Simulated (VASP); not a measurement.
Here is a VASP 6.6.1 calculation.

INCAR

```
PREC = Accurate ; ENCUT = 600
EDIFF = 1E-6 ; ISMEAR = -1
SIGMA = 0.05 ; LREAL = False
LASPH = True ; NELM = 100
ALGO = Normal ; ISIF = 3
LWAVE = False ; LCHARG = False
GGA = PE ; IBRION = 2
NSW = 60 ; EDIFFG = -0.005
```

File KPOINTS:

```
regular mesh
0
Gamma
  14 14 14
```

POSCAR

```
HfN
1.0
    2.9421643963      0.0000000000      0.0000000000
    0.0000000000      2.9421643963      0.0000000000
    0.0000000000      0.0000000000      2.9421643963
Hf N
1 1
Direct
    0.0000000000      0.0000000000      0.0000000000
    0.5000000000      0.5000000000      0.5000000000
```

Potentials or basis: VASP PAW PBE potentials, release 64 (Hf_pv, N).

Command:

```sh
$ cat potpaw_PBE.64/Hf_pv/POTCAR potpaw_PBE.64/N/POTCAR > POTCAR
$ mpirun -np 1 vasp_std > vasp.out
```

Task: What does it give for the relaxed cell?

Result: a = 2.814 Å, b = 2.814 Å, c = 2.814 Å, α = 90.00°, β = 90.00°, γ = 90.00°.

Task: What does it give for the space group after relaxing (to 0.05 Å)?

Result: Pm-3m (No. 221).

Task: What does it give for the relaxed volume?

Result: 11.14 Å³/atom.

Step by step:
```csv
step,energy change (eV),largest force (eV/Å),pressure (GPa),volume (Å³)
1,0.0000,0.0000,-23.85,25.47
2,0.1757,0.0000,51.11,19.10
3,-0.2668,0.0000,-1.10,22.38
4,-0.2671,0.0000,-0.18,22.30
5,-0.2671,0.0000,0.47,22.24
6,-0.2671,0.0000,-0.53,22.33
7,-0.2672,0.0000,0.00,22.28
```
